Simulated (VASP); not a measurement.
Write the native input for VASP 6.6.1 that does the following.

* Task: single point
* Functional: r2SCAN
* Potentials or basis: VASP PAW PBE potentials, release 64 (Ta_pv, N)
* Cutoff: 520 eV
* k mesh: 6 × 6 × 6
* Occupations: gaussian, width 0.1 eV
* Spin: collinear spin
* Starting moments: [1.0, 1.0, 1.0, 0.0] μB
* Dipole correction: no
* Further INCAR settings: ALGO = Normal; EDIFF = 1e-06; NBANDS = 31

Ta3N:

```
Ta N
1.0
    -1.88766    1.88766    4.21658
     1.88766   -1.88766    4.21658
     1.88766    1.88766   -4.21658
Ta N
3 1
Cartesian
  0.0000 0.0000 4.2166
  1.8877 0.0000 2.1083
  0.0000 1.8877 2.1083
  0.0000 0.0000 0.0000
```

The input as run:

POSCAR

```
Ta3N
1.0
   -1.8876571203      1.8876571203      4.2165847362
    1.8876571203     -1.8876571203      4.2165847362
    1.8876571203      1.8876571203     -4.2165847362
Ta N
3 1
Direct
    0.5000000000      0.5000000000      0.0000000000
    0.2500000000      0.7500000000      0.5000000000
    0.7500000000      0.2500000000      0.5000000000
    0.0000000000      0.0000000000      0.0000000000
```

INCAR.step1

```
PREC     = Accurate       # precision mode
ENCUT    = 520            # plane-wave cutoff, eV
ISMEAR   = 0              # smearing method
SIGMA    = 0.1            # smearing width, eV
LREAL    = False          # projectors in reciprocal space
LASPH    = True           # aspherical terms in the spheres
NELM     = 150            # most SCF steps
ISPIN    = 2              # spin polarisation
MAGMOM   = 1 1 1 0        # initial moments
LMAXMIX  = 4              # l up to which the mixer works
NBANDS   = 31             # bands
GGA      = PE             # functional
ALGO     = Normal         # electronic algorithm
EDIFF    = 1E-4           # SCF threshold, eV
LWAVE    = True           # write WAVECAR
LCHARG   = False          # write CHGCAR
```

INCAR.step2

```
PREC     = Accurate       # precision mode
ENCUT    = 520            # plane-wave cutoff, eV
EDIFF    = 1E-6           # SCF threshold, eV
ISMEAR   = 0              # smearing method
SIGMA    = 0.1            # smearing width, eV
LREAL    = False          # projectors in reciprocal space
LASPH    = True           # aspherical terms in the spheres
NELM     = 150            # most SCF steps
ALGO     = Normal         # electronic algorithm
ISIF     = 2              # what is computed and relaxed
LWAVE    = False          # write WAVECAR
LCHARG   = False          # write CHGCAR
ISPIN    = 2              # spin polarisation
MAGMOM   = 1 1 1 0        # initial moments
LORBIT   = 11             # projections on sites
LMAXMIX  = 4              # l up to which the mixer works
METAGGA  = R2SCAN         # meta-GGA
LMIXTAU  = True         
NBANDS   = 31             # bands
ISTART   = 1
```

KPOINTS

```
regular mesh
0
Gamma
  6 6 6
```

Potentials or basis: VASP PAW PBE potentials, release 64 (Ta_pv, N).

Launch:

```sh
$ cat potpaw_PBE.64/Ta_pv/POTCAR potpaw_PBE.64/N/POTCAR > POTCAR
$ cp INCAR.step1 INCAR
$ mpirun -np 1 vasp_std > vasp.out
$ cp INCAR.step2 INCAR
$ mpirun -np 1 vasp_std > vasp.out
```

Results of the run:

```
Pressure                                              : 4.8 GPa
Band gap on the k mesh                                : zero (filled and empty bands overlap)
Net moment                                            : 0.00 μB per cell
Valence electrons inside the program's atomic spheres : Ta 9.00, 9.14 (each value once); N 3.44
```

Caveat: the cell stands under pressure; the PAW data sets were made with another functional, which shifts forces and pressure a little; spin-orbit coupling is left out, which moves the levels of the heavy elements.

Wall time 18 min on 1 thread of Intel Xeon 8259CL (shared host), peak memory 0.36 GiB.
